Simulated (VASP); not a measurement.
Runs of VASP 6.6.1 on S. The structure is that of space group P6_3/mmc (No. 194), or close to it. The cells are those of the table. 

| task | cell | k mesh | cutoff (eV) | gap on the mesh (eV) | pressure (GPa) | relaxed volume (Å³/atom) |
| --- | --- | --- | --- | --- | --- | --- |
| relaxation of cell and atoms | relaxed from a = 3.170, b = 3.170, c = 3.578 Å, angles 90.0, 90.0, 120.0°, 2 atoms | 6 × 6 × 6 | 600 | none | 0.1 | (a) |
| single point | a = 3.243, b = 3.243, c = 3.517 Å, angles 90.0, 90.0, 120.0°, 2 atoms | 6 × 6 × 6 | 520 | none | 0.1 | - |
| single point | a = 3.503, b = 3.503, c = 5.686 Å, angles 90.0, 90.0, 120.0°, 2 atoms | 6 × 6 × 4 | 520 | none | -13.3 | - |
| single point | a = 3.270, b = 3.270, c = 3.471 Å, angles 90.0, 90.0, 120.0°, 2 atoms | 21 × 21 × 16 | 520 | none | 0.1 | - |
| single point | a = 3.170, b = 3.170, c = 3.578 Å, angles 90.0, 90.0, 120.0°, 2 atoms | 6 × 6 × 4 | 520 | none | 0.0 | - |
| relaxation of cell and atoms | relaxed from a = 3.503, b = 3.503, c = 5.686 Å, angles 90.0, 90.0, 120.0°, 2 atoms | 6 × 6 × 4 | 600 | none | 0.0 | 15.57 |

Alike in all rows: level PBEsol; potentials or basis VASP PAW PBE potentials, release 64 (S); no spin polarisation; smearing gaussian 0.1 eV.

Task: Fill in the values left out.

Result: (a) 16.00.

Caveats: some runs use coarse meshes; the PAW data sets were made with another functional, which shifts forces and pressure a little; the volume moved by over 15 % at a fixed basis, so the end points are rough (some runs).

A gap of «none» marks levels without a gap at the run's occupations.
